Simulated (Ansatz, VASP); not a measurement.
## KNa in VASP and in Ansatz

```
K Na
1.0
     6.78488    0.00000    0.00000
     0.00000    4.62492    0.00000
     0.00000    0.00000    6.95544
K Na
2 2
Cartesian
  5.0887 0.0000 4.9241
  1.6962 0.0000 2.0313
  5.0887 2.3125 1.2789
  1.6962 2.3125 5.6766
```

Alike in both runs: functional PBE; k mesh 4 × 6 × 4; occupations gaussian, width 0.1 eV; no spin polarisation.

Ansatz relaxed the structure, and its values are those at the end. VASP's run is a single point on that final structure, the one shown.

|  | VASP | Ansatz |
| --- | --- | --- |
| version | VASP 6.6.1 | Ansatz 0.2.0 |
| potentials or method | VASP PAW PBE potentials, release 64 (K_sv, Na_pv), cutoff 520 eV | scalar-relativistic, plane waves, PAW |
| valence electrons in the cell | 32 | 36 |

|  | VASP | Ansatz | Ansatz less VASP |
| --- | --- | --- | --- |
| gap on the k mesh at the Fermi level (eV) | none | none | - |
| pressure (GPa) | 0.0 | 0.0 | +0.01 |

A gap of «none» marks a metal or a gap that the smearing closes. VASP's potentials hold 32 valence electrons a cell and Ansatz's 36, so a difference there can come from the potentials and not from the codes.
